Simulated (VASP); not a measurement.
# Rh in VASP: notebook, part 2 of 2

VASP 6.6.1. Earlier steps stand in the parts before.

## (3) Single point, PBEsol (strain -0.050 along x and y, +0.000 along z)

INCAR

```
PREC = Accurate
ENCUT = 520
EDIFF = 1E-7
ISMEAR = 0
SIGMA = 0.15
LREAL = False
LASPH = True
NELM = 80
ALGO = Fast
ISIF = 2
LWAVE = False
LCHARG = True
GGA = PS
LELF = True
LVHAR = True
NBANDS = 14
```

KPOINTS

```
regular mesh
0
Gamma
  22 22 22
```

POSCAR

```
Rh
1.0
    0.0000000000      1.8064725000      1.9015500000
    1.8064725000      0.0000000000      1.9015500000
    1.8064725000      1.8064725000      0.0000000000
Rh
1
Direct
    0.0000000000      0.0000000000      0.0000000000
```

Potentials or basis: VASP PAW PBE potentials, release 64 (Rh_pv).

Run with:

```
$ cat potpaw_PBE.64/Rh_pv/POTCAR > POTCAR
$ mpirun -np 1 vasp_std > vasp.out
```

OUTCAR:

```text
PREC = Accurate
   ENCUT = 520
   EDIFF = 1E-7
   ISMEAR = 0
   LREAL = False
   LASPH = True
   NELM = 80
   ISIF = 2
   GGA = PS

 ion  position               nearest neighbor table
   1  0.000  0.000  0.000-

  LATTYP: Found a body centered tetragonal cell.
 ALAT       =     2.5547379096
 C/A-ratio  =     1.4886458551

  Lattice vectors:

 A1 = (  -1.8064725000,   0.0000000000,   1.9015500000)
 A2 = (   1.8064725000,   0.0000000000,   1.9015500000)
 A3 = (   0.0000000000,   1.8064725000,  -1.9015500000)

Analysis of symmetry for initial positions (statically):
=====================================================================
 Subroutine PRICEL returns:
 Original cell was already a primitive cell.

 Routine SETGRP: Setting up the symmetry group for a
 body centered tetragonal supercell.

 Subroutine GETGRP returns: Found 16 space group operations
 (whereof 16 operations were pure point group operations)
 out of a pool of 16 trial point group operations.

The static configuration has the point symmetry D_4h.

Analysis of symmetry for dynamics (positions and initial velocities):
=====================================================================
 Subroutine PRICEL returns:
 Original cell was already a primitive cell.

 Routine SETGRP: Setting up the symmetry group for a
 body centered tetragonal supercell.

 Subroutine GETGRP returns: Found 16 space group operations
 (whereof 16 operations were pure point group operations)
 out of a pool of 16 trial point group operations.

The dynamic configuration has the point symmetry D_4h.

 Subroutine INISYM returns: Found 16 space group operations
 (whereof 16 operations are pure point group operations),
 and found     1 'primitive' translations

----------------------------------------------------------------------------------------

                                     Primitive cell

  volume of cell :      12.4108

  direct lattice vectors                    reciprocal lattice vectors
     0.000000000  1.806472500  1.901550000    -0.276782514  0.276782514  0.262943388
     1.806472500  0.000000000  1.901550000     0.276782514 -0.276782514  0.262943388
     1.806472500  1.806472500  0.000000000     0.276782514  0.276782514 -0.262943388

  length of vectors
     2.622829635  2.622829635  2.554737910     0.471546759  0.471546759  0.471546759

  position of ions in fractional coordinates (direct lattice)
     0.000000000  0.000000000  0.000000000

  ion indices of the primitive-cell ions
   primitive index   ion index
                 1           1

----------------------------------------------------------------------------------------

 KPOINTS: regular mesh

Automatic generation of k-mesh.
 Grid dimensions read from file:
 generate k-points for:   22   22   22

 Generating k-lattice:

  Cartesian coordinates                     Fractional coordinates (reciprocal lattice)
    -0.012581023  0.012581023  0.011951972     0.045454545  0.000000000  0.000000000
     0.012581023 -0.012581023  0.011951972     0.000000000  0.045454545  0.000000000
     0.012581023  0.012581023 -0.011951972     0.000000000  0.000000000  0.045454545

  Length of vectors
     0.021433944  0.021433944  0.021433944

  Shift w.r.t. Gamma in fractional coordinates (k-lattice)
     0.000000000  0.000000000  0.000000000

 Subroutine IBZKPT returns following result:
 ===========================================

 Found    834 irreducible k-points:

 Following reciprocal coordinates:
            Coordinates               Weight
  0.000000  0.000000  0.000000      1.000000
  0.045455  0.000000  0.000000      8.000000
  0.090909  0.000000  0.000000      8.000000
  0.136364  0.000000  0.000000      8.000000
  0.181818  0.000000  0.000000      8.000000
  0.227273  0.000000  0.000000      8.000000
[... 16 lines left out ...]
  0.500000  0.045455  0.000000      8.000000
 -0.454545  0.045455  0.000000      8.000000
 [... further k-points ...]
   k-points           NKPTS =    834   k-points in BZ     NKDIM =    834   number of bands    NBANDS=     14
   number of dos      NEDOS =    301   number of ions     NIONS =      1
   total plane-waves  NPLWV =   8000
   dimension x,y,z NGX =    20 NGY =   20 NGZ =   20
   dimension x,y,z NGXF=    40 NGYF=   40 NGZF=   40
   ions per type =               1
   NGX,Y,Z   is equivalent  to a cutoff of  12.68, 12.68, 13.01 a.u.
   NGXF,Y,Z  is equivalent  to a cutoff of  25.35, 25.35, 26.03 a.u.
 SYSTEM =  unknown system
   PREC   = accura    normal or accurate (medium, high low for compatibility)
   ISTART =      0    job   : 0-new  1-cont  2-samecut
   ICHARG =      2    charge: 1-file 2-atom 10-const
   ISPIN  =      1    spin polarized calculation?
   LNONCOLLINEAR =      F non collinear calculations
   LSORBIT =      F    spin-orbit coupling
   LASPH  =      T    aspherical Exc in radial PAW
   ENCUT  =  520.0 eV  38.22 Ry    6.18 a.u.   4.88  4.88  4.75*2*pi/ulx,y,z
   NELM   =     80;   NELMIN=  2; NELMDL= -5     # of ELM steps
   EDIFF  = 0.1E-06   stopping-criterion for ELM
   LREAL  =      F    real-space projection
   EDIFFG = 0.1E-05   stopping-criterion for IOM
   NSW    =      0    number of steps for IOM
   IBRION =     -1    ionic relax: 0-MD 1-quasi-New 2-CG
   NFREE  =      0    steps in history (QN), initial steepest desc. (CG)
   ISIF   =      2    stress and relaxation
   ISYM   =      2    0-nonsym 1-usesym 2-fastsym
   POTIM  = 0.5000    time-step for ionic-motion
   TEBEG  =    0.0;   TEEND  =   0.0 temperature during run
   PSTRESS=    0.0 pullay stress
   NELECT =      15.0000    total number of electrons
   NUPDOWN=      -1.0000    fix difference up-down
   EMIN   =  10.00;   EMAX   =-10.00  energy-range for DOS
   EFERMI =   0.00;   METHOD = LEGACY
   ISMEAR =     0;   SIGMA  =   0.15  broadening in eV -4-tet -1-fermi 0-gaus
   EFERMI_NEDOS =   21; number of points for ismear=-14 and -15
   IALGO  =     68    algorithm
   IMIX   =      4    mixing-type and parameters
     AMIX     =   0.40;   BMIX     =  1.00
     AMIX_MAG =   1.60;   BMIX_MAG =  1.00
  volume/ion in A,a.u.               =      12.41        83.75
  Fermi-wavevector in a.u.,A,eV,Ry     =   1.743834  3.295368 41.374724  3.040956
  Thomas-Fermi vector in A             =   2.815830
   LORBIT       =      0    0 simple, 1 ext, 2 COOP (PROOUT), +10 PAW based schemes
   GGA     = PS    functional components
   LHFCALC =     F    Hartree Fock is set to
   AEXX    =    0.0000 exact exchange contribution
   IVDW    =     0    specifies the selected vdW correction
   LEPSILON=     F    determine dielectric tensor
   LRPA    =     F    only Hartree local field effects (RPA)
 non-spin polarized calculation
 RMM-DIIS sequential band-by-band and
 Gauss-broadening in eV      SIGMA  =   0.15
  energy-cutoff  :      520.00
  volume of cell :       12.41
 maximum number of plane-waves:       346
   NGX =  9   NGY =  9   NGZ =  9

 number of electron      14.9999997 magnetization

 Free energy of the ion-electron system (eV)
  ---------------------------------------------------
  ext. energy  EPLUGINS =         0.00000000
  ---------------------------------------------------
  free energy    TOTEN  =        -8.02477090 eV

  energy without entropy =       -8.01220692  energy(sigma->0) =       -8.01848891

 E-fermi :  13.7366     XC(G=0): -14.8868

 val. band max:       13.7336175446   @ k =  -0.0909   0.2273   0.1364
 cond. band min:      13.7376389007   @ k =   0.3182   0.1364   0.0455
 fundamental gap:      0.0040213562
 Fermi energy:        13.7365662362

 k-point     1 :       0.0000    0.0000    0.0000
  band No.  band energies     occupation
      1     -32.7908      2.00000
      2     -32.7548      2.00000
      3     -32.7548      2.00000
      4       4.9111      2.00000
      5       9.6907      2.00000
      6      10.3513      2.00000
      7      10.3513      2.00000
      8      12.1690      2.00000
      9      12.9857      2.00000
     10      29.5856      0.00000
     11      33.8260      0.00000
     12      34.4234      0.00000
     13      36.2081      0.00000
     14      36.2081      0.00000
[... 375 lines left out ...]
 k-point    24 :      -0.4545    0.0455    0.0000
  band No.  band energies     occupation
      1     -33.8021      2.00000
      2     -32.9722      2.00000
      3     -32.8585      2.00000
      4       6.7409      2.00000
      5       9.6679      2.00000
      6      10.4129      2.00000
      7      13.4040      1.99829
      8      14.1897      0.00002
      9      15.4356      0.00000
     10      23.6120      0.00000
     11      29.1965      0.00000
     12      33.8295      0.00000
     13      35.2810      0.00000
     14      36.4757      0.00000

 [... further k-points ...]
[... 5 lines left out ...]
  --------------------------------------------------------------------------------------
  -------------------------------------------------------------------------------------
  Total        2.8859639      2.8859639      1.5241146      0.0000000      0.0000000      0.0000000
  in kB      372.5641193    372.5641193    196.7558976      0.0000000      0.0000000      0.0000000
  external PRESSURE =     313.9613787 kB  Pullay stress =       0.0000000 kB

 VOLUME and BASIS-vectors are now :
 -----------------------------------------------------------------------------
  energy-cutoff  :      520.00
  volume of cell :       12.41
      direct lattice vectors                 reciprocal lattice vectors
     0.000000000  1.806472500  1.901550000    -0.276782514  0.276782514  0.262943388
     1.806472500  0.000000000  1.901550000     0.276782514 -0.276782514  0.262943388
     1.806472500  1.806472500  0.000000000     0.276782514  0.276782514 -0.262943388

 POSITION                                       TOTAL-FORCE (eV/Angst)
 -----------------------------------------------------------------------------------
      0.00000      0.00000      0.00000        -0.000000      0.000000      0.000000
 -----------------------------------------------------------------------------------
    total drift:                               -0.000000     -0.000000     -0.000000

  FREE ENERGIE OF THE ION-ELECTRON SYSTEM (eV)
  ---------------------------------------------------
  free  energy   TOTEN  =        -8.0247708968 eV

  energy  without entropy=       -8.0122069249  energy(sigma->0) =       -8.01848891
```

stdout:

```text
POSCAR found type information on POSCAR Rh
 POSCAR found :  1 types and       1 ions
 scaLAPACK will be used
 -----------------------------------------------------------------------------
|                                                                             |
|                                                                             |
|     You enforced a specific xc type in the INCAR file but a different       |
|     I HOPE YOU KNOW WHAT YOU ARE DOING!                                     |
|                                                                             |
 -----------------------------------------------------------------------------

 LDA part: xc-table for (Slater+PW92), standard interpolation
 POSCAR, INCAR and KPOINTS ok, starting setup
 FFT: planning ... GRIDC
 FFT: planning ... GRID_SOFT
 FFT: planning ... GRID
 WAVECAR not read
 entering main loop
WARNING in EDDRMM: call to ZHEGV failed, returncode =   6  3     14
WARNING in EDDRMM: call to ZHEGV failed, returncode =   8  4     13
WARNING in EDDRMM: call to ZHEGV failed, returncode =   8  4     12
WARNING in EDDRMM: call to ZHEGV failed, returncode =   8  4     13
WARNING in EDDRMM: call to ZHEGV failed, returncode =   8  4     12
WARNING in EDDRMM: call to ZHEGV failed, returncode =   8  4     13
WARNING in EDDRMM: call to ZHEGV failed, returncode =   6  3     13
WARNING in EDDRMM: call to ZHEGV failed, returncode =   8  4     12
WARNING in EDDRMM: call to ZHEGV failed, returncode =   8  4     13
WARNING in EDDRMM: call to ZHEGV failed, returncode =   8  4     13
```

Wall time 85 s (1 thread of AMD EPYC 9R45 (Zen 5), shared host); peak memory 0.2 GiB.

Results:

| Quantity | Value |
| --- | --- |
| Free energy | -8.0248 eV |
| Pressure | 31.4 GPa |

Stress tensor (GPa, compression positive):
```
37.26  0.00  0.00
 0.00 37.26  0.00
 0.00  0.00 19.68
```

Levels at points of the mesh, in eV from the Fermi level:
```tsv
k point	band 3	band 4	band 5	band 6	band 7	band 8	band 9	band 10	band 11	band 12
(0.00, 0.00, 0.00)	-46.49	-8.83	-4.05	-3.39	-3.39	-1.57	-0.75	15.85	20.09	20.69
(0.50, 0.00, 0.00)	-46.60	-7.08	-4.04	-3.38	0.55	0.57	0.86	9.74	15.31	20.09
(0.50, 0.50, 0.00)	-46.81	-7.35	-6.94	0.74	1.16	1.16	2.58	12.62	14.50	14.50
(0.50, 0.00, 0.50)	-46.87	-7.40	-6.96	0.63	0.90	1.51	3.75	13.18	13.92	14.13
```

Caveat: the cell differs from its parent crystal (strain -0.050 along x and y, +0.000 along z); the PAW data sets were made with another functional, which shifts forces and pressure a little.

## (4) Single point, PBEsol (strain -0.025 along x and y, +0.000 along z)

INCAR

```
PREC     = Accurate       # precision mode
ENCUT    = 520            # plane-wave cutoff, eV
EDIFF    = 1E-6           # SCF threshold, eV
ISMEAR   = 0              # smearing method
SIGMA    = 0.15           # smearing width, eV
LREAL    = F              # projectors in reciprocal space
LASPH    = T              # aspherical terms in the spheres
NELM     = 100            # most SCF steps
ALGO     = Fast           # electronic algorithm
ISIF     = 2              # what is computed and relaxed
LWAVE    = F              # write WAVECAR
LCHARG   = T              # write CHGCAR
GGA      = PS             # functional
LELF     = T              # ELF
LVHAR    = T            
NBANDS   = 14             # bands
```

KPOINTS

```
Automatic mesh
0
Gamma
  22 22 22
```

POSCAR

```
Rh
1.0
    0.0000000000      1.8540112500      1.9015500000
    1.8540112500      0.0000000000      1.9015500000
    1.8540112500      1.8540112500      0.0000000000
Rh
1
Direct
    0.0000000000      0.0000000000      0.0000000000
```

Run with:

```
$ cat potpaw_PBE.64/Rh_pv/POTCAR > POTCAR
$ mpirun -np 1 vasp_std > vasp.out
```

Wall time 76 s (1 thread of AMD EPYC 9R45 (Zen 5), shared host); peak memory 0.21 GiB.

Results (log left out):

| Quantity | Value |
| --- | --- |
| Free energy | -8.1264 eV |
| Pressure | 10.5 GPa |

Stress tensor (GPa, compression positive):
```
12.97  0.00  0.00
 0.00 12.97  0.00
 0.00  0.00  5.61
```

Levels at points of the mesh, in eV from the Fermi level:
```csv
k point,band 5,band 6,band 7,band 8,band 9,band 10
"(0.00, 0.00, 0.00)",-3.54,-3.24,-3.24,-1.25,-0.88,15.90
"(0.50, 0.00, 0.00)",-3.58,-3.27,0.57,0.60,0.71,9.13
"(0.50, 0.50, 0.00)",-6.43,0.64,1.07,1.07,2.88,12.41
"(0.50, 0.00, 0.50)",-6.45,0.60,0.96,1.23,3.44,13.14
```

Caveat: the cell differs from its parent crystal (strain -0.025 along x and y, +0.000 along z); the PAW data sets were made with another functional, which shifts forces and pressure a little.

## (5) The runs side by side

| cell | gap on the mesh (eV) | pressure (GPa) |
| --- | --- | --- |
| a = 2.824 Å, angles 60.0°, 1 atom | none | -31.7 |
| a = 2.623, b = 2.623, c = 2.555 Å, angles 60.9, 60.9, 58.3°, 1 atom | none | 31.4 |
| a = 2.656, b = 2.656, c = 2.622 Å, angles 60.4, 60.4, 59.2°, 1 atom | none | 10.5 |

Alike in all rows: task single point; level PBEsol; potentials or basis VASP PAW PBE potentials, release 64 (Rh_pv); no spin polarisation; k mesh 22 × 22 × 22; cutoff (eV) 520; smearing gaussian 0.15 eV.

Caveats: the PAW data sets were made with another functional, which shifts forces and pressure a little.

Total energies depend on the potentials used, so only differences within one code and one set of settings carry meaning.
